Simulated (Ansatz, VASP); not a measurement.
**CdSe4: VASP beside Ansatz**

```
Cd Se
1.0
     5.76785    0.00000    0.00000
    -2.88392    4.99510    0.00000
     0.00000    0.00000    5.43479
Cd Se
1 4
Direct
  0.00000 0.00000 0.50000
  0.50000 0.00000 0.00000
  0.00000 0.50000 0.00000
  0.50000 0.50000 0.00000
  0.00000 0.00000 0.00000
```

Alike in both runs: functional PBE; k mesh 4 × 4 × 2; occupations gaussian, width 0.2 eV; no spin polarisation.

Ansatz relaxed the structure, and its values are those at the end. VASP's run is a single point on that final structure, the one shown.

|  | VASP | Ansatz |
| --- | --- | --- |
| version | VASP 6.6.1 | Ansatz 0.2.0 |
| potentials or method | VASP PAW PBE potentials, release 64 (Cd, Se), cutoff 500 eV | scalar-relativistic, plane waves, PAW |
| valence electrons in the cell | 36 | 84 |

```csv
,VASP,Ansatz,Ansatz less VASP
gap on the k mesh at the Fermi level (eV),none,none,-
pressure (GPa),-0.1,-0.2,-0.05
```

A gap of «none» marks a metal or a gap that the smearing closes. VASP's potentials hold 36 valence electrons a cell and Ansatz's 84, so a difference there can come from the potentials and not from the codes.

The k mesh is coarse, so the values compare programs but aren't converged.
